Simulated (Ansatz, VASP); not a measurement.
**One calculation of Au, two programs**

```
Au
1.0
     1.41131   -2.55593    0.00000
     1.41131    2.55593    0.00000
     0.00000    0.00000    4.89317
Au
2
Direct
  0.66533 0.33467 0.25000
  0.33467 0.66533 0.75000
```

Alike in both runs: task single point; functional PBE; k mesh 6 × 6 × 4; no spin polarisation; Hubbard terms Au d U = 5.6 eV.

```csv
,VASP,Ansatz
version,VASP 6.6.1,Ansatz 0.2.0
potentials or method,"VASP PAW PBE potentials, release 64 (Au), cutoff 500 eV","scalar-relativistic, plane waves, PAW"
occupations,"fermi-dirac, width 0.051704 eV",fermi-dirac
valence electrons in the cell,22,38
```

```tsv
	VASP	Ansatz	Ansatz less VASP
gap on the k mesh at the Fermi level (eV)	none	none	-
pressure (GPa)	1.7	8.1	+6.32
traceless stress, the component that is largest in VASP (GPa)	-5.31	-6.49	-1.177
```

The programs project onto different local orbitals, so the same U acts differently, and such runs can settle in different states. A gap of «none» marks a metal or a gap that the smearing closes. VASP's potentials hold 22 valence electrons a cell and Ansatz's 38, so a difference there can come from the potentials and not from the codes. Ansatz's warnings: filled band counts differ across k points.

The k mesh is coarse, so the values compare programs but aren't converged. Neither program's run includes spin-orbit coupling.
